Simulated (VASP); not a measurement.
## NaI: single point with PBE

NaI:

```
Na I
1.0
     4.46269    0.00000    0.00000
     0.00000    4.12235    0.00000
     0.00000    0.00000    7.52926
Na I
2 2
Direct
  0.25000 0.50000 0.27503
  0.75000 0.50000 0.72497
  0.25000 0.00000 0.74243
  0.75000 0.00000 0.25757
```

```yaml
Program: VASP 6.6.1
Task: single point
Functional: PBE
Potentials_or_basis: VASP PAW PBE potentials, release 64 (Na_pv, I)
Cutoff: 500 eV
k_mesh: 6 × 8 × 4
Occupations: gaussian, width 0.05 eV
Spin: no spin polarisation
```

```
Pressure               : 2.0 GPa
Largest force          : 0.055 eV/Å
Band gap on the k mesh : 2.89 eV (least direct gap 3.16 eV)
```

Forces on the atoms (eV/Å):
```
Na   0.000  0.000 -0.017
Na   0.000  0.000  0.017
I    0.000  0.000  0.055
I    0.000  0.000 -0.055
```

Stress tensor (GPa, compression positive):
```
2.68 0.00 0.00
0.00 2.54 0.00
0.00 0.00 0.75
```

Levels at points of the mesh, in eV from the valence-band top:
```csv
k point,band 12,band 13,band 14,band 15,band 16,band 17
"(0.00, 0.00, 0.00)",-0.66,-0.33,-0.27,2.89,4.25,5.76
"(0.50, 0.00, 0.00)",-1.33,-0.41,-0.41,5.42,5.42,6.16
"(0.00, 0.50, 0.00)",-1.01,-0.57,0.00,3.63,5.29,5.50
"(0.50, 0.50, 0.00)",-2.03,-0.90,-0.90,4.11,4.11,5.36
"(0.00, 0.00, 0.50)",-0.97,-0.54,-0.46,4.02,4.19,5.56
"(0.50, 0.00, 0.50)",-0.87,-0.41,-0.41,4.43,4.43,6.44
"(0.00, 0.50, 0.50)",-0.94,-0.86,-0.75,4.59,4.92,5.88
"(0.50, 0.50, 0.50)",-2.24,-0.52,-0.52,3.60,3.60,6.13
```

Run time: 3.1 min on 1 thread of Oxide Virtual Turin-like Processor, with other jobs on the host, peak memory 0.28 GiB.

Caveat: spin-orbit coupling is left out, which moves the levels of the heavy elements. A k mesh can miss the band edges.
